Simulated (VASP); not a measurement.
Input of a VASP 6.6.1 run:

The input INCAR:

```
  ALGO = Normal
  EDIFF = 1E-6
  EDIFFG = -0.08
  ENCUT = 600
  GGA = PE
  IBRION = 2
  ISIF = 3
  ISMEAR = 0
  LASPH = True
  LCHARG = False
  LREAL = False
  LWAVE = False
  NELM = 80
  NSW = 36
  PREC = Accurate
  SIGMA = 0.2
```

The input KPOINTS:

```
k-points
0
Gamma
  4 4 3
```

POSCAR

```
Ge5Pt
1.0
    4.2350000000      0.0000000000      0.0000000000
    0.0000000000      4.2350000000      0.0000000000
    0.0000000000      0.0000000000      5.9900000000
Ge Pt
5 1
Direct
    0.5000000000      0.5000000000      0.5000000000
    0.0000000000      0.5000000000      0.2600000000
    0.0000000000      0.5000000000      0.7400000000
    0.5000000000      0.0000000000      0.7400000000
    0.5000000000      0.0000000000      0.2600000000
    0.0000000000      0.0000000000      0.0000000000
```

Potentials or basis: VASP PAW PBE potentials, release 64 (Ge_d, Pt).

Launch:

```sh
$ cat potpaw_PBE.64/Ge_d/POTCAR potpaw_PBE.64/Pt/POTCAR > POTCAR
$ mpirun -np 1 vasp_std > vasp.out
```

(1) Predict the relaxed cell.

(2) What does it give for the relaxed volume?

(3) Predict the space group after relaxing (to 0.1 Å).

Results:

(1) a = 4.268 Å, b = 4.268 Å, c = 6.742 Å, α = 90.00°, β = 90.00°, γ = 90.00°.

(2) 20.47 Å³/atom.

(3) P4/mmm (No. 123).

Caveat: the k points lie up to 0.37 Å⁻¹ apart in the final cell, too coarse for converged energies and pressures of a metal.
